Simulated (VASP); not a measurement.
# MoS2 (R3m) in VASP: notebook

The runs below take MoS2 through single point, relaxation of cell and atoms, with BLYP+D4, PBE, BLYP+D3(BJ), PBEsol.

Program: VASP 6.6.1. These are calculated values, not measurements. Logs are shortened: lines on timing, memory, paths and dates and some standing lists are left out, and cuts for length are marked.

## 1. The cell of the first run

It takes space group R3m (No. 160, trigonal). Conventional cell: a = 3.201 Å, b = 3.201 Å, c = 17.798 Å, α = 90.00°, β = 90.00°, γ = 120.00°. Within 3.3 Å of Mo (site symmetry 3m) lie 6 S at 2.42 Å and 6 Mo at 3.20 Å. Within 3.4 Å of S (site symmetry 3m) lie 3 Mo at 2.42 Å and 10 S at 3.13 to 3.36 Å. S (site symmetry 3m) has 3 Mo at 2.42 Å and 10 S at 3.13 to 3.36 Å within 3.4 Å.

## 2. Single point, BLYP+D4

INCAR

```
AGGAC = 1.0
AGGAX = 1.0
ALDAC = 0.0
ALDAX = 1.0
ALGO = Normal
EDIFF = 1E-6
ENCUT = 520
GGA = B5
ISIF = 2
ISMEAR = -1
IVDW = 13
LASPH = True
LCHARG = False
LREAL = False
LWAVE = False
NBANDS = 20
NELM = 60
PREC = Accurate
SIGMA = 0.05
VDW_A1 = 0.44488865
VDW_A2 = 4.0933009
VDW_S6 = 1.0
VDW_S8 = 2.34076671
```

KPOINTS

```
k-points
0
Gamma
  10 10 10
```

POSCAR

```
MoS2
1.0
    1.6003496834      0.9239623205      5.9328165353
   -1.6003496834      0.9239623205      5.9328165353
    0.0000000000     -1.8479246410      5.9328165353
Mo S
1 2
Direct
    0.0000670878      0.0000670878      0.0000670878
    0.4213575287      0.4213575287      0.4213575287
    0.2455753835      0.2455753835      0.2455753835
```

Potentials or basis: VASP PAW PBE potentials, release 64 (Mo_sv, S).

Started as:

```sh
> cat potpaw_PBE.64/Mo_sv/POTCAR potpaw_PBE.64/S/POTCAR > POTCAR
> mpirun -np 1 vasp_std > vasp.out
```

OUTCAR:

```text
EDIFF = 1E-6
   ENCUT = 520
   GGA = B5
   ISIF = 2
   ISMEAR = -1
   IVDW = 13
   LASPH = True
   LREAL = False
   NELM = 60
   PREC = Accurate

 ion  position               nearest neighbor table
   1  0.000  0.000  0.000-   3 2.42   3 2.42   3 2.42   2 2.42   2 2.42   2 2.42
   2  0.421  0.421  0.421-   1 2.42   1 2.42   1 2.42
   3  0.246  0.246  0.246-   1 2.42   1 2.42   1 2.42

  LATTYP: Found a trigonal (rhomboedric) cell.
 ALAT       =     6.2139470162
 COS(alpha) =     0.8673446773

  Lattice vectors:

 A1 = (   1.6003496834,   0.9239623205,   5.9328165353)
 A2 = (  -1.6003496834,   0.9239623205,   5.9328165353)
 A3 = (   0.0000000000,  -1.8479246410,   5.9328165353)

Analysis of symmetry for initial positions (statically):
=====================================================================
 Subroutine PRICEL returns:
 Original cell was already a primitive cell.

 Routine SETGRP: Setting up the symmetry group for a
 trigonal (rhombohedral) supercell.

 Subroutine GETGRP returns: Found  6 space group operations
 (whereof  6 operations were pure point group operations)
 out of a pool of 12 trial point group operations.

The static configuration has the point symmetry C_3v.

Analysis of symmetry for dynamics (positions and initial velocities):
=====================================================================
 Subroutine PRICEL returns:
 Original cell was already a primitive cell.

 Routine SETGRP: Setting up the symmetry group for a
 trigonal (rhombohedral) supercell.

 Subroutine GETGRP returns: Found  6 space group operations
 (whereof  6 operations were pure point group operations)
 out of a pool of 12 trial point group operations.

The dynamic configuration has the point symmetry C_3v.

 Subroutine INISYM returns: Found  6 space group operations
 (whereof  6 operations are pure point group operations),
 and found     1 'primitive' translations

----------------------------------------------------------------------------------------

                                     Primitive cell

  volume of cell :      52.6358

  direct lattice vectors                    reciprocal lattice vectors
     1.600349683  0.923962321  5.932816535     0.312431717  0.180382536  0.056184669
    -1.600349683  0.923962321  5.932816535    -0.312431717  0.180382536  0.056184669
     0.000000000 -1.847924641  5.932816535     0.000000000 -0.360765072  0.056184669

  length of vectors
     6.213947016  6.213947016  6.213947016     0.365113892  0.365113892  0.365113892

  position of ions in fractional coordinates (direct lattice)
[... 81 lines left out ...]
   EDIFF  = 0.1E-05   stopping-criterion for ELM
   LREAL  =      F    real-space projection
   EDIFFG = 0.1E-04   stopping-criterion for IOM
   NSW    =      0    number of steps for IOM
   IBRION =     -1    ionic relax: 0-MD 1-quasi-New 2-CG
   NFREE  =      0    steps in history (QN), initial steepest desc. (CG)
   ISIF   =      2    stress and relaxation
   ISYM   =      2    0-nonsym 1-usesym 2-fastsym
   POTIM  = 0.5000    time-step for ionic-motion
   TEBEG  =    0.0;   TEEND  =   0.0 temperature during run
   PSTRESS=    0.0 pullay stress
   NELECT =      26.0000    total number of electrons
   NUPDOWN=      -1.0000    fix difference up-down
   EMIN   =  10.00;   EMAX   =-10.00  energy-range for DOS
   EFERMI =   0.00;   METHOD = LEGACY
   ISMEAR =    -1;   SIGMA  =   0.05  broadening in eV -4-tet -1-fermi 0-gaus
   EFERMI_NEDOS =   21; number of points for ismear=-14 and -15
   IALGO  =     38    algorithm
   IMIX   =      4    mixing-type and parameters
     AMIX     =   0.40;   BMIX     =  1.00
     AMIX_MAG =   1.60;   BMIX_MAG =  1.00
  volume/ion in A,a.u.               =      17.55       118.40
  Fermi-wavevector in a.u.,A,eV,Ry     =   1.294113  2.445519 22.786061  1.674728
  Thomas-Fermi vector in A             =   2.425716
   LORBIT       =      0    0 simple, 1 ext, 2 COOP (PROOUT), +10 PAW based schemes
   GGA     = B5    functional components
   LHFCALC =     F    Hartree Fock is set to
   AEXX    =    0.0000 exact exchange contribution
   IVDW    =    13    specifies the selected vdW correction
   LEPSILON=     F    determine dielectric tensor
   LRPA    =     F    only Hartree local field effects (RPA)
 non-spin polarized calculation
  energy-cutoff  :      520.00
  volume of cell :       52.64
 maximum number of plane-waves:      1442
 NGX is ok and might be reduce to    48
   NGX = 23   NGY = 23   NGZ = 23

 number of electron      26.0000000 magnetization

 Free energy of the ion-electron system (eV)
  ---------------------------------------------------
  ext. energy  EPLUGINS =         0.00000000
  ---------------------------------------------------
  free energy    TOTEN  =       -19.16432033 eV

  energy without entropy =      -19.16431398  energy(sigma->0) =      -19.16431715

 E-fermi :   8.6733     XC(G=0): -10.3805

 val. band max:        8.3505526478   @ k =   0.5000   0.5000   0.5000
 cond. band min:       9.1009975194   @ k =  -0.2000   0.2000   0.0000
 fundamental gap:      0.7504448716
 Fermi energy:         8.6733404261

 k-point     1 :       0.0000    0.0000    0.0000
  band No.  band energies     occupation
      1     -53.2206      2.00000
      2     -27.4627      2.00000
      3     -27.2856      2.00000
      4     -27.2856      2.00000
      5      -6.7076      2.00000
      6      -4.9300      2.00000
[... 541 lines left out ...]
     19      16.0007      0.00000
     20      17.0183      0.00000

 [... further k-points ...]

------------------------ aborting loop because EDIFF is reached ----------------------------------------

  DFT-D4 for vdW energy calculation

  Edisp (eV):   -2.50762

  FORCE on cell =-STRESS in cart. coord.  units (eV):
  Direction    XX          YY          ZZ          XY          YZ          ZX
  --------------------------------------------------------------------------------------
  -------------------------------------------------------------------------------------
  Total       0.02331     0.02331    -0.02541     0.00000     0.00000     0.00000
  in kB       0.70941     0.70941    -0.77355     0.00000     0.00000     0.00000
  external pressure =        0.22 kB  Pullay stress =        0.00 kB

 VOLUME and BASIS-vectors are now :
 -----------------------------------------------------------------------------
  energy-cutoff  :      520.00
  volume of cell :       52.64
      direct lattice vectors                 reciprocal lattice vectors
     1.600349683  0.923962321  5.932816535     0.312431717  0.180382536  0.056184669
    -1.600349683  0.923962321  5.932816535    -0.312431717  0.180382536  0.056184669
     0.000000000 -1.847924641  5.932816535     0.000000000 -0.360765072  0.056184669

 POSITION                                       TOTAL-FORCE (eV/Angst)
 -----------------------------------------------------------------------------------
      0.00000      0.00000      0.00119         0.000000      0.000000      0.005325
      0.00000      0.00000      7.49951         0.000000      0.000000     -0.014242
      0.00000      0.00000      4.37086         0.000000      0.000000      0.008917
 -----------------------------------------------------------------------------------
    total drift:                               -0.000000     -0.000000      0.000024

  FREE ENERGIE OF THE ION-ELECTRON SYSTEM (eV)
  ---------------------------------------------------
  free  energy   TOTEN  =       -21.6719446725 eV

  energy  without entropy=      -21.6719383235  energy(sigma->0) =      -21.67194150
```

OSZICAR:

```text
N       E                     dE             d eps       ncg     rms          rms(c)
DAV:   1     0.181160953310E+03    0.18116E+03   -0.13440E+04  4664   0.123E+03
DAV:   2    -0.136884426508E+02   -0.19485E+03   -0.18960E+03  5680   0.315E+02
DAV:   3    -0.207461205597E+02   -0.70577E+01   -0.69929E+01  5764   0.562E+01
DAV:   4    -0.208206107891E+02   -0.74490E-01   -0.74454E-01  5580   0.620E+00
DAV:   5    -0.208217992338E+02   -0.11884E-02   -0.11884E-02  5880   0.763E-01    0.221E+01
DAV:   6    -0.196852139806E+02    0.11366E+01   -0.13953E+01  4816   0.214E+01    0.896E+00
DAV:   7    -0.192502725724E+02    0.43494E+00   -0.50439E+00  4696   0.128E+01    0.563E+00
DAV:   8    -0.191635799512E+02    0.86693E-01   -0.50199E-01  5356   0.423E+00    0.207E+00
DAV:   9    -0.191663009874E+02   -0.27210E-02   -0.25902E-02  5312   0.992E-01    0.665E-01
DAV:  10    -0.191644205580E+02    0.18804E-02   -0.14307E-02  5140   0.748E-01    0.226E-01
DAV:  11    -0.191643806033E+02    0.39955E-04   -0.52711E-04  5408   0.159E-01    0.898E-02
DAV:  12    -0.191643136334E+02    0.66970E-04   -0.21425E-04  5252   0.900E-02    0.875E-02
DAV:  13    -0.191643208197E+02   -0.71863E-05   -0.39844E-05  5264   0.442E-02    0.297E-02
DAV:  14    -0.191643203259E+02    0.49378E-06   -0.20625E-06  4248   0.913E-03
   1 F= -.21671945E+02 E0= -.21671941E+02  d E =-.634901E-05
```

stdout:

```text
POSCAR found type information on POSCAR MoS
 POSCAR found :  2 types and       3 ions
 scaLAPACK will be used
 -----------------------------------------------------------------------------
|                                                                             |
|                                                                             |
|     You enforced a specific xc type in the INCAR file but a different       |
|     I HOPE YOU KNOW WHAT YOU ARE DOING!                                     |
|                                                                             |
 -----------------------------------------------------------------------------

 LDA part: xc-table for (Slater(with rela. corr.)+VWN5), standard interpolation
 POSCAR, INCAR and KPOINTS ok, starting setup
 FFT: planning ... GRIDC
 FFT: planning ... GRID_SOFT
 FFT: planning ... GRID
 WAVECAR not read
 entering main loop
```

Wall time 3.8 min (1 thread of Intel Xeon Platinum 8488C (Sapphire Rapids), shared host); peak memory 0.38 GiB.

Results:

| Property | Result |
| --- | --- |
| Free energy | -21.6719 eV |
| Pressure | 0.0 GPa |
| Largest force | 0.014 eV/Å |
| Band gap on the k mesh | 0.75 eV (least direct gap 1.84 eV) |
| Dispersion energy per atom | -0.836 eV |

Forces on the atoms (eV/Å):
```
Mo   0.000  0.000  0.005
S    0.000  0.000 -0.014
S    0.000  0.000  0.009
```

Levels at points of the mesh, in eV from the valence-band top:
```tsv
k point	band 9	band 10	band 11	band 12	band 13	band 14	band 15	band 16	band 17	band 18
(0.00, 0.00, 0.00)	-3.43	-2.42	-2.42	-1.26	-0.96	1.73	1.73	2.14	2.14	5.44
(0.50, 0.00, 0.00)	-4.95	-4.06	-2.36	-1.73	-1.50	1.32	1.71	3.01	3.30	5.32
(0.50, 0.50, 0.00)	-4.61	-3.92	-3.07	-2.05	-1.34	1.25	1.85	2.77	3.63	6.08
(0.50, 0.50, 0.50)	-3.46	-3.46	-2.36	-2.36	0.00	1.87	1.87	1.94	1.94	5.58
```

Caveat: semilocal functionals underestimate gaps, and a narrow one can read as zero; the PAW data sets were made with another functional, which shifts forces and pressure a little.

## 3. Single point, PBE

This run uses another cell than the first one, of 17.73 Å³/atom.

INCAR

```
SYSTEM = MoS2
PREC     = Accurate       ! precision mode
ENCUT    = 520            ! plane-wave cutoff, eV
EDIFF    = 1E-7           ! SCF threshold, eV
ISMEAR   = 0              ! smearing method
SIGMA    = 0.03           ! smearing width, eV
LREAL    = .False.        ! projectors in reciprocal space
LASPH    = .True.         ! aspherical terms in the spheres
NELM     = 100            ! most SCF steps
ALGO     = Normal         ! electronic algorithm
ISIF     = 2              ! what is computed and relaxed
LWAVE    = .False.        ! write WAVECAR
LCHARG   = .False.        ! write CHGCAR
GGA      = PE             ! functional
NBANDS   = 20             ! bands
```

KPOINTS

```
Automatic mesh
0
Gamma
  10 10 10
  0 0 0
```

POSCAR

```
MoS2
1.0
    1.5800000000      0.9122134253      6.1500000000
   -1.5800000000      0.9122134253      6.1500000000
    0.0000000000     -1.8244268506      6.1500000000
Mo S
1 2
Direct
    0.0000000000      0.0000000000      0.0000000000
    0.4170000000      0.4170000000      0.4170000000
    0.2500000000      0.2500000000      0.2500000000
```

Potentials or basis: VASP PAW PBE potentials, release 64 (Mo_sv, S).

Started as:

```sh
> cat potpaw_PBE.64/Mo_sv/POTCAR potpaw_PBE.64/S/POTCAR > POTCAR
> mpirun -np 1 vasp_std > vasp.out
```

Wall time 5 min (1 thread of Intel Xeon Platinum 8488C (Sapphire Rapids), shared host); peak memory 0.38 GiB.

It converged, with:

- Free energy: -21.7897 eV
- Pressure: 5.2 GPa
- Largest force: 0.506 eV/Å
- Band gap on the k mesh: 0.97 eV (least direct gap 1.96 eV)

Forces on the atoms (eV/Å):
```
Mo   0.000  0.000  0.087
S    0.000  0.000  0.420
S    0.000  0.000 -0.506
```

Stress tensor (GPa, compression positive):
```
4.43 0.00 0.00
0.00 4.43 0.00
0.00 0.00 6.77
```

Levels at points of the mesh, in eV from the valence-band top:
| k point | band 9 | band 10 | band 11 | band 12 | band 13 | band 14 | band 15 | band 16 | band 17 | band 18 |
| --- | --- | --- | --- | --- | --- | --- | --- | --- | --- | --- |
| (0.00, 0.00, 0.00) | -3.47 | -2.34 | -2.34 | -1.27 | -1.17 | 2.03 | 2.03 | 2.45 | 2.45 | 5.51 |
| (0.50, 0.00, 0.00) | -5.07 | -4.06 | -2.37 | -1.67 | -1.49 | 1.59 | 2.02 | 3.49 | 3.50 | 5.29 |
| (0.50, 0.50, 0.00) | -4.78 | -3.99 | -2.93 | -1.85 | -1.32 | 1.54 | 2.14 | 3.03 | 3.92 | 6.02 |
| (0.50, 0.50, 0.50) | -3.48 | -3.48 | -2.31 | -2.31 | 0.00 | 2.12 | 2.12 | 2.31 | 2.31 | 5.60 |

Caveat: the cell stands under pressure. A k mesh can miss the band edges.

## 4. Relaxation of cell and atoms, BLYP+D3(BJ)

This run uses another cell than the first one, of 17.73 Å³/atom.

INCAR

```
PREC     = Accurate       # precision mode
ENCUT    = 600            # plane-wave cutoff, eV
EDIFF    = 1E-7           # SCF threshold, eV
ISMEAR   = -1             # smearing method
SIGMA    = 0.05           # smearing width, eV
LREAL    = False          # projectors in reciprocal space
LASPH    = True           # aspherical terms in the spheres
NELM     = 80             # most SCF steps
ALGO     = Normal         # electronic algorithm
ISIF     = 3              # what is computed and relaxed
LWAVE    = False          # write WAVECAR
LCHARG   = False          # write CHGCAR
GGA      = B5             # functional
ALDAX    = 1.0          
AGGAX    = 1.0          
AGGAC    = 1.0          
ALDAC    = 0.0          
IVDW     = 12             # dispersion correction
VDW_S6   = 1.0          
VDW_S8   = 2.6996       
VDW_A1   = 0.4298       
VDW_A2   = 4.2359       
IBRION   = 2              # ionic algorithm
NSW      = 60             # ionic steps
EDIFFG   = -0.01          # ionic threshold
```

KPOINTS

```
Automatic mesh
0
Gamma
  10 10 10
```

POSCAR is that of step 3.

Started as:

```sh
> cat potpaw_PBE.64/Mo_sv/POTCAR potpaw_PBE.64/S/POTCAR > POTCAR
> mpirun -np 1 vasp_std > vasp.out
```

Wall time 54 min (1 thread of Intel Xeon Platinum 8488C (Sapphire Rapids), shared host); peak memory 0.51 GiB.

Results (log left out):

| Quantity | Value |
| --- | --- |
| Free energy | -22.0261 eV |
| Relaxed volume | 17.13 Å³/atom |
| Relaxed cell | a = 6.127 Å, b = 6.127 Å, c = 6.127 Å, α = 30.15°, β = 30.15°, γ = 30.15° |
| Space group after relaxing (to 0.1 Å) | R3m (No. 160) |
| Energy gained by relaxing | 24.1 meV/atom |
| Ionic steps | 13 |
| Pressure after relaxing | 0.0 GPa |
| Largest force after relaxing | 0.009 eV/Å |
| Band gap on the k mesh | 0.67 eV (least direct gap 1.81 eV) |
| Dispersion energy per atom | -0.975 eV |

Forces on the atoms (eV/Å):
```
Mo   0.000  0.000 -0.007
S    0.000  0.000 -0.002
S    0.000  0.000  0.009
```

The path:
| step | energy change (eV) | largest force (eV/Å) | pressure (GPa) | volume (Å³) |
| --- | --- | --- | --- | --- |
| 1 | 0.0000 | 0.9375 | 4.24 | 53.18 |
| 2 | 0.0648 | 0.9609 | -8.44 | 56.88 |
| 3 | -0.0300 | 0.1877 | -0.84 | 54.46 |
| 4 | -0.0300 | 0.2021 | -0.74 | 54.44 |
| 5 | -0.0392 | 0.2126 | -0.69 | 54.07 |
| 6 | -0.0600 | 0.2756 | -0.42 | 52.98 |
| 7 | -0.0557 | 0.3730 | 0.95 | 50.75 |
| 8 | -0.0665 | 0.3557 | 0.17 | 52.02 |
| 9 | -0.0714 | 0.0100 | -0.67 | 51.80 |
| 10 | -0.0714 | 0.0348 | -0.76 | 51.77 |
| 11 | -0.0723 | 0.0443 | 0.09 | 51.37 |
| 12 | -0.0723 | 0.0429 | 0.02 | 51.40 |
| 13 | -0.0724 | 0.0092 | -0.01 | 51.40 |

Final structure:
```yaml
crystal:
  lattice:
    - [1.59349, 0.92000, 5.84372]
    - [-1.59349, 0.92000, 5.84372]
    - [0.00000, -1.84000, 5.84372]
  atoms:
    - { symbol: Mo, position: [0.00006, 0.00006, 0.00006] }
    - { symbol: S, position: [0.42278, 0.42278, 0.42278] }
    - { symbol: S, position: [0.24416, 0.24416, 0.24416] }
```

Levels at points of the mesh, in eV from the valence-band top:
```
           k point  band 11  band 12  band 13  band 14  band 15  band 16
(0.00, 0.00, 0.00)    -2.47    -1.36    -0.88     1.68     1.68     2.12
(0.50, 0.00, 0.00)    -2.41    -1.74    -1.58     1.32     1.69     2.92
(0.50, 0.50, 0.00)    -3.18    -2.13    -1.40     1.24     1.84     2.75
(0.50, 0.50, 0.50)    -2.40    -2.40     0.00     1.81     1.81     1.92
```

Caveat: semilocal functionals underestimate gaps, and a narrow one can read as zero; the PAW data sets were made with another functional, which shifts forces and pressure a little.

[end of part 1 of 2]
